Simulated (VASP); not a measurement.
# SnSe (Fm-3m) in VASP: settings compared

SnSe is run at these levels: r2SCAN, PBE; tasks: single point.

All numbers are computed with VASP 6.6.1; they aren't measurements. Logs are shortened: lines on timing, memory, paths and dates and some standing lists are left out, and cuts for length are marked.

**1. The cell of the first run**

Symmetry: Fm-3m, No. 225, cubic system. Conventional cell: a = 6.122 Å, b = 6.122 Å, c = 6.122 Å, α = 90.00°, β = 90.00°, γ = 90.00°. Within 4.0 Å of Sn (site symmetry m-3m) lie 6 Se at 3.06 Å. Within 4.0 Å of Se (site symmetry m-3m) lie 6 Sn at 3.06 Å.

**2. Single point, r2SCAN (volume changed by +6%)**

POSCAR

```
SnSe
1.0
    0.0000000000      3.0609930725      3.0609930725
    3.0609930725      0.0000000000      3.0609930725
    3.0609930725      3.0609930725      0.0000000000
Sn Se
1 1
Direct
    0.0000000000      0.0000000000      0.0000000000
    0.5000000000      0.5000000000      0.5000000000
```

INCAR.step1

```
PREC = Accurate ; ENCUT = 520
ISMEAR = -1 ; SIGMA = 0.02
LREAL = F ; LASPH = T
NELM = 60 ; NBANDS = 17
GGA = PE ; ALGO = Normal
EDIFF = 1E-4 ; LWAVE = T
LCHARG = F
```

INCAR.step2

```
PREC = Accurate ; ENCUT = 520
EDIFF = 1E-7 ; ISMEAR = -1
SIGMA = 0.02 ; LREAL = F
LASPH = T ; NELM = 60
ALGO = Normal ; ISIF = 2
LWAVE = F ; LCHARG = T
METAGGA = R2SCAN ; LMIXTAU = T
LELF = T ; LVHAR = T
NBANDS = 17 ; ISTART = 1
```

KPOINTS

```
regular mesh
0
Gamma
  6 6 6
```

Potentials or basis: VASP PAW PBE potentials, release 64 (Sn_d, Se).

The run is started by

```
> cat potpaw_PBE.64/Sn_d/POTCAR potpaw_PBE.64/Se/POTCAR > POTCAR
> cp INCAR.step1 INCAR
> mpirun -np 1 vasp_std > vasp.out
> cp INCAR.step2 INCAR
> mpirun -np 1 vasp_std > vasp.out
```

OUTCAR:

```text
PREC = Accurate
   ENCUT = 520
   EDIFF = 1E-7
   ISMEAR = -1
   LREAL = F
   LASPH = T
   NELM = 60
   ISIF = 2
   METAGGA = R2SCAN
   ISTART = 1

 ion  position               nearest neighbor table
   1  0.000  0.000  0.000-   2 3.06   2 3.06   2 3.06   2 3.06   2 3.06   2 3.06
   2  0.500  0.500  0.500-   1 3.06   1 3.06   1 3.06   1 3.06   1 3.06   1 3.06

  LATTYP: Found a face centered cubic cell.
 ALAT       =     6.1219861450

  Lattice vectors:

 A1 = (   0.0000000000,   3.0609930725,   3.0609930725)
 A2 = (   3.0609930725,   0.0000000000,   3.0609930725)
 A3 = (   3.0609930725,   3.0609930725,   0.0000000000)

Analysis of symmetry for initial positions (statically):
[... 5 lines left out ...]
 face centered cubic supercell.

 Subroutine GETGRP returns: Found 48 space group operations
 (whereof 48 operations were pure point group operations)
 out of a pool of 48 trial point group operations.

The static configuration has the point symmetry O_h .

Analysis of symmetry for dynamics (positions and initial velocities):
[... 5 lines left out ...]
 face centered cubic supercell.

 Subroutine GETGRP returns: Found 48 space group operations
 (whereof 48 operations were pure point group operations)
 out of a pool of 48 trial point group operations.

The dynamic configuration has the point symmetry O_h .

 Subroutine INISYM returns: Found 48 space group operations
 (whereof 48 operations are pure point group operations),
 and found     1 'primitive' translations

----------------------------------------------------------------------------------------

                                     Primitive cell

  volume of cell :      57.3610

  direct lattice vectors                    reciprocal lattice vectors
     0.000000000  3.060993073  3.060993073    -0.163345682  0.163345682  0.163345682
     3.060993073  0.000000000  3.060993073     0.163345682 -0.163345682  0.163345682
     3.060993073  3.060993073  0.000000000     0.163345682  0.163345682 -0.163345682

  length of vectors
     4.328897917  4.328897917  4.328897917     0.282923020  0.282923020  0.282923020

  position of ions in fractional coordinates (direct lattice)
     0.000000000  0.000000000  0.000000000
     0.500000000  0.500000000  0.500000000

  ion indices of the primitive-cell ions
   primitive index   ion index
                 1           1
                 2           2

----------------------------------------------------------------------------------------

 KPOINTS: regular mesh

Automatic generation of k-mesh.
 Grid dimensions read from file:
 generate k-points for:    6    6    6

 Generating k-lattice:

  Cartesian coordinates                     Fractional coordinates (reciprocal lattice)
    -0.027224280  0.027224280  0.027224280     0.166666667  0.000000000  0.000000000
     0.027224280 -0.027224280  0.027224280     0.000000000  0.166666667  0.000000000
     0.027224280  0.027224280 -0.027224280     0.000000000  0.000000000  0.166666667

  Length of vectors
     0.047153837  0.047153837  0.047153837

  Shift w.r.t. Gamma in fractional coordinates (k-lattice)
     0.000000000  0.000000000  0.000000000

 Subroutine IBZKPT returns following result:
 ===========================================

 Found     16 irreducible k-points:

 Following reciprocal coordinates:
            Coordinates               Weight
  0.000000  0.000000  0.000000      1.000000
  0.166667  0.000000  0.000000      8.000000
  0.333333  0.000000  0.000000      8.000000
  0.500000  0.000000  0.000000      4.000000
  0.166667  0.166667  0.000000      6.000000
  0.333333  0.166667  0.000000     24.000000
[... 8 lines left out ...]
 -0.333333  0.333333  0.166667     24.000000
 -0.333333  0.500000  0.166667     12.000000
   k-points           NKPTS =     16   k-points in BZ     NKDIM =     16   number of bands    NBANDS=     17
   number of dos      NEDOS =    301   number of ions     NIONS =      2
   total plane-waves  NPLWV =  32768
   dimension x,y,z NGX =    32 NGY =   32 NGZ =   32
   dimension x,y,z NGXF=    64 NGYF=   64 NGZF=   64
   ions per type =               1   1
   NGX,Y,Z   is equivalent  to a cutoff of  12.29, 12.29, 12.29 a.u.
   NGXF,Y,Z  is equivalent  to a cutoff of  24.58, 24.58, 24.58 a.u.
 SYSTEM =  unknown system
   PREC   = accura    normal or accurate (medium, high low for compatibility)
   ISTART =      1    job   : 0-new  1-cont  2-samecut
   ICHARG =      0    charge: 1-file 2-atom 10-const
   ISPIN  =      1    spin polarized calculation?
   LNONCOLLINEAR =      F non collinear calculations
   LSORBIT =      F    spin-orbit coupling
   LASPH  =      T    aspherical Exc in radial PAW
   ENCUT  =  520.0 eV  38.22 Ry    6.18 a.u.   8.05  8.05  8.05*2*pi/ulx,y,z
   NELM   =     60;   NELMIN=  2; NELMDL=  0     # of ELM steps
   EDIFF  = 0.1E-06   stopping-criterion for ELM
   LREAL  =      F    real-space projection
   EDIFFG = 0.1E-05   stopping-criterion for IOM
   NSW    =      0    number of steps for IOM
   IBRION =     -1    ionic relax: 0-MD 1-quasi-New 2-CG
   NFREE  =      0    steps in history (QN), initial steepest desc. (CG)
   ISIF   =      2    stress and relaxation
   ISYM   =      2    0-nonsym 1-usesym 2-fastsym
   POTIM  = 0.5000    time-step for ionic-motion
   TEBEG  =    0.0;   TEEND  =   0.0 temperature during run
   PSTRESS=    0.0 pullay stress
   NELECT =      20.0000    total number of electrons
   NUPDOWN=      -1.0000    fix difference up-down
   EMIN   =  10.00;   EMAX   =-10.00  energy-range for DOS
   EFERMI =   0.00;   METHOD = LEGACY
   ISMEAR =    -1;   SIGMA  =   0.02  broadening in eV -4-tet -1-fermi 0-gaus
   EFERMI_NEDOS =   21; number of points for ismear=-14 and -15
   IALGO  =     38    algorithm
   IMIX   =      4    mixing-type and parameters
     AMIX     =   0.40;   BMIX     =  1.00
     AMIX_MAG =   1.60;   BMIX_MAG =  1.00
  volume/ion in A,a.u.               =      28.68       193.55
  Fermi-wavevector in a.u.,A,eV,Ry     =   1.152248  2.177432 18.064109  1.327675
  Thomas-Fermi vector in A             =   2.288900
   LORBIT       =      0    0 simple, 1 ext, 2 COOP (PROOUT), +10 PAW based schemes
   METAGGA = R2SCAN    functional components
   LHFCALC =     F    Hartree Fock is set to
   AEXX    =    0.0000 exact exchange contribution
   IVDW    =     0    specifies the selected vdW correction
   LEPSILON=     F    determine dielectric tensor
   LRPA    =     F    only Hartree local field effects (RPA)
 non-spin polarized calculation
  energy-cutoff  :      520.00
  volume of cell :       57.36
 maximum number of plane-waves:      1572
   NGX = 17   NGY = 17   NGZ = 17

 number of electron      19.9999991 magnetization

 Free energy of the ion-electron system (eV)
  ---------------------------------------------------
  ext. energy  EPLUGINS =         0.00000000
  ---------------------------------------------------
  free energy    TOTEN  =       -39.86237325 eV

  energy without entropy =      -39.86234338  energy(sigma->0) =      -39.86235831

 E-fermi :   5.2916     XC(G=0):  -9.9510

 val. band max:        5.1751424438   @ k =   0.5000   0.0000   0.0000
 cond. band min:       5.4080014592   @ k =   0.5000   0.0000   0.0000
 fundamental gap:      0.2328590154
 Fermi energy:         5.2915719515

 k-point     1 :       0.0000    0.0000    0.0000
  band No.  band energies     occupation
      1     -17.4168      2.00000
      2     -17.4168      2.00000
      3     -17.4166      2.00000
      4     -17.4166      2.00000
      5     -17.4166      2.00000
      6      -9.2381      2.00000
[... 9 lines left out ...]
     16      11.2565      0.00000
     17      13.4157      0.00000

 k-point     2 :       0.1667    0.0000    0.0000
  band No.  band energies     occupation
      1     -17.4185      2.00000
      2     -17.4185      2.00000
      3     -17.4161      2.00000
      4     -17.4141      2.00000
      5     -17.4140      2.00000
      6      -9.0585      2.00000
[... 9 lines left out ...]
     16      11.8725      0.00000
     17      15.0613      0.00000

 k-point     3 :       0.3333    0.0000    0.0000
  band No.  band energies     occupation
      1     -17.4220      2.00000
      2     -17.4220      2.00000
      3     -17.4150      2.00000
      4     -17.4088      2.00000
      5     -17.4087      2.00000
      6      -8.6351      2.00000
[... 9 lines left out ...]
     16      13.5043      0.00000
     17      17.0428      0.00000

 k-point     4 :       0.5000    0.0000    0.0000
  band No.  band energies     occupation
      1     -17.4238      2.00000
      2     -17.4237      2.00000
      3     -17.4144      2.00000
      4     -17.4061      2.00000
      5     -17.4061      2.00000
      6      -8.3753      2.00000
[... 9 lines left out ...]
     16      15.5836      0.00000
     17      15.5836      0.00000

 k-point     5 :       0.1667    0.1667    0.0000
  band No.  band energies     occupation
      1     -17.4214      2.00000
      2     -17.4179      2.00000
      3     -17.4152      2.00000
      4     -17.4132      2.00000
      5     -17.4132      2.00000
      6      -8.9989      2.00000
[... 9 lines left out ...]
     16      12.8848      0.00000
     17      13.7727      0.00000

 k-point     6 :       0.3333    0.1667    0.0000
  band No.  band energies     occupation
      1     -17.4259      2.00000
      2     -17.4173      2.00000
      3     -17.4169      2.00000
      4     -17.4099      2.00000
      5     -17.4080      2.00000
      6      -8.6546      2.00000
[... 9 lines left out ...]
     16      14.3856      0.00000
     17      15.8366      0.00000
[... 121 lines left out ...]
 k-point    13 :       0.5000    0.5000    0.0000
  band No.  band energies     occupation
      1     -17.4417      2.00000
      2     -17.4218      2.00000
      3     -17.4106      2.00000
      4     -17.4023      2.00000
      5     -17.4023      2.00000
      6      -8.1233      2.00000
[... 9 lines left out ...]
     16      16.8409      0.00000
     17      17.9566      0.00000

 k-point    14 :       0.5000    0.3333    0.1667
  band No.  band energies     occupation
      1     -17.4300      2.00000
      2     -17.4171      2.00000
      3     -17.4162      2.00000
      4     -17.4073      2.00000
      5     -17.4061      2.00000
      6      -8.3452      2.00000
[... 9 lines left out ...]
     16      15.3257      0.00000
     17      15.7526      0.00000

 k-point    15 :      -0.3333    0.3333    0.1667
  band No.  band energies     occupation
      1     -17.4312      2.00000
      2     -17.4180      2.00000
      3     -17.4120      2.00000
      4     -17.4109      2.00000
      5     -17.4040      2.00000
      6      -8.1710      2.00000
[... 9 lines left out ...]
     16      16.7904      0.00000
     17      16.8812      0.00000

 k-point    16 :      -0.3333    0.5000    0.1667
  band No.  band energies     occupation
      1     -17.4363      2.00000
      2     -17.4171      2.00000
      3     -17.4144      2.00000
      4     -17.4072      2.00000
      5     -17.4023      2.00000
      6      -8.1042      2.00000
[... 9 lines left out ...]
     16      16.3684      0.00000
     17      18.0659      0.00000

------------------------ aborting loop because EDIFF is reached ----------------------------------------

  FORCE on cell =-STRESS in cart. coord.  units (eV):
  Direction    XX          YY          ZZ          XY          YZ          ZX
  --------------------------------------------------------------------------------------
  -------------------------------------------------------------------------------------
  Total       -1.0013009     -1.0013009     -1.0013009     -0.0000000     -0.0000000      0.0000000
  in kB      -27.9677892    -27.9677892    -27.9677892     -0.0000000     -0.0000000      0.0000000
  external PRESSURE =     -27.9677892 kB  Pullay stress =       0.0000000 kB

 VOLUME and BASIS-vectors are now :
 -----------------------------------------------------------------------------
  energy-cutoff  :      520.00
  volume of cell :       57.36
      direct lattice vectors                 reciprocal lattice vectors
     0.000000000  3.060993073  3.060993073    -0.163345682  0.163345682  0.163345682
     3.060993073  0.000000000  3.060993073     0.163345682 -0.163345682  0.163345682
     3.060993073  3.060993073  0.000000000     0.163345682  0.163345682 -0.163345682

 POSITION                                       TOTAL-FORCE (eV/Angst)
 -----------------------------------------------------------------------------------
      0.00000      0.00000      0.00000         0.000000     -0.000000      0.000000
      3.06099      3.06099      3.06099        -0.000000      0.000000     -0.000000
 -----------------------------------------------------------------------------------
    total drift:                                0.000000     -0.000000     -0.000000

  FREE ENERGIE OF THE ION-ELECTRON SYSTEM (eV)
  ---------------------------------------------------
  free  energy   TOTEN  =       -39.8623732464 eV

  energy  without entropy=      -39.8623433823  energy(sigma->0) =      -39.86235831
```

It took 53 s on 1 thread of Intel Xeon 6975P-C, shared host; peak memory 0.19 GiB.

What came out:

- Free energy: -39.8624 eV
- Pressure: -2.8 GPa
- Band gap on the k mesh: 0.23 eV, direct

Caveat: the cell differs from its parent crystal (volume changed by +6%); the PAW data sets were made with another functional, which shifts forces and pressure a little; spin-orbit coupling is left out, which moves the levels of the heavy elements.

**3. Single point, PBE**

This run uses another cell than the first one, of 27.06 Å³/atom, 0.943 times its volume.

INCAR

```
ALGO = Normal
EDIFF = 1E-6
ENCUT = 520
GGA = PE
ISIF = 2
ISMEAR = -1
LASPH = T
LCHARG = F
LREAL = F
LWAVE = F
NBANDS = 17
NELM = 100
PREC = Accurate
SIGMA = 0.02
```

KPOINTS

```
k-points
0
Gamma
  8 8 8
```

POSCAR

```
SnSe
1.0
    0.0000000000      3.0021131602      3.0021131602
    3.0021131602      0.0000000000      3.0021131602
    3.0021131602      3.0021131602      0.0000000000
Sn Se
1 1
Direct
    0.0000000000      0.0000000000      0.0000000000
    0.5000000000      0.5000000000      0.5000000000
```

Potentials or basis: VASP PAW PBE potentials, release 64 (Sn_d, Se).

The run is started by

```
> cat potpaw_PBE.64/Sn_d/POTCAR potpaw_PBE.64/Se/POTCAR > POTCAR
> mpirun -np 1 vasp_std > vasp.out
```

It took 16 s on 1 thread of Intel Xeon 6975P-C, shared host; peak memory 0.18 GiB.

It converged, with:

```
Free energy            : -8.2158 eV
Pressure               : 1.3 GPa
Band gap on the k mesh : 0.62 eV, direct
```

Levels at points of the mesh, in eV from the valence-band top:
| k point | band 8 | band 9 | band 10 | band 11 | band 12 | band 13 |
| --- | --- | --- | --- | --- | --- | --- |
| (0.00, 0.00, 0.00) | -2.20 | -2.20 | -2.20 | 4.36 | 4.36 | 4.36 |
| (0.50, 0.00, 0.00) | -1.96 | -1.96 | 0.00 | 0.62 | 1.26 | 1.26 |
| (0.50, 0.50, 0.00) | -5.51 | -3.66 | -3.66 | 3.01 | 5.40 | 5.40 |

Caveat: spin-orbit coupling is left out, which moves the levels of the heavy elements. A k mesh can miss the band edges.

**4. Single point, r2SCAN**

This run uses another cell than the first one, of 27.06 Å³/atom, 0.943 times its volume.

POSCAR is that of step 3.

INCAR.step1

```
SYSTEM = SnSe
PREC = Accurate
ENCUT = 520
ISMEAR = -1
SIGMA = 0.02
LREAL = .FALSE.
LASPH = .TRUE.
NELM = 100
NBANDS = 17
GGA = PE
ALGO = Normal
EDIFF = 1E-4
LWAVE = .TRUE.
LCHARG = .FALSE.
```

INCAR.step2

```
SYSTEM = SnSe
PREC = Accurate
ENCUT = 520
EDIFF = 1E-7
ISMEAR = -1
SIGMA = 0.02
LREAL = .FALSE.
LASPH = .TRUE.
NELM = 100
ALGO = Normal
ISIF = 2
LWAVE = .FALSE.
LCHARG = .FALSE.
METAGGA = R2SCAN
LMIXTAU = .TRUE.
NBANDS = 17
ISTART = 1
```

KPOINTS

```
regular mesh
0
G
  8 8 8
  0 0 0
```

The run is started by

```
> cat potpaw_PBE.64/Sn_d/POTCAR potpaw_PBE.64/Se/POTCAR > POTCAR
> cp INCAR.step1 INCAR
> mpirun -np 1 vasp_std > vasp.out
> cp INCAR.step2 INCAR
> mpirun -np 1 vasp_std > vasp.out
```

Wall time 70 s (1 thread of Intel Xeon 6975P-C, shared host); peak memory 0.2 GiB.

Results (log left out):

- Free energy: -39.8785 eV
- Pressure: 0.3 GPa
- Band gap on the k mesh: 0.49 eV, direct

Levels at points of the mesh, in eV from the valence-band top:
| k point | band 8 | band 9 | band 10 | band 11 | band 12 | band 13 |
| --- | --- | --- | --- | --- | --- | --- |
| (0.00, 0.00, 0.00) | -2.66 | -2.66 | -2.66 | 4.39 | 4.39 | 4.39 |
| (0.50, 0.00, 0.00) | -2.39 | -2.39 | 0.00 | 0.49 | 1.13 | 1.13 |
| (0.50, 0.50, 0.00) | -6.00 | -4.14 | -4.14 | 3.09 | 5.51 | 5.51 |

Caveat: the PAW data sets were made with another functional, which shifts forces and pressure a little; spin-orbit coupling is left out, which moves the levels of the heavy elements. A k mesh can miss the band edges.

**5. Summary**

```csv
level,cell,k mesh,gap on the mesh (eV),pressure (GPa)
r2SCAN,"a = 4.329 Å, angles 60.0°, 2 atoms",6 × 6 × 6,0.23,-2.8
PBE,"a = 4.246 Å, angles 60.0°, 2 atoms",8 × 8 × 8,0.62,1.3
r2SCAN,"a = 4.246 Å, angles 60.0°, 2 atoms",8 × 8 × 8,0.49,0.3
```

Alike in all rows: task single point; potentials or basis VASP PAW PBE potentials, release 64 (Sn_d, Se); no spin polarisation; cutoff (eV) 520; smearing fermi-dirac 0.02 eV.

Caveats: spin-orbit coupling is left out, which moves the levels of the heavy elements; the PAW data sets were made with another functional, which shifts forces and pressure a little (some runs).

Absolute energies hang on the potentials; compare differences alone.
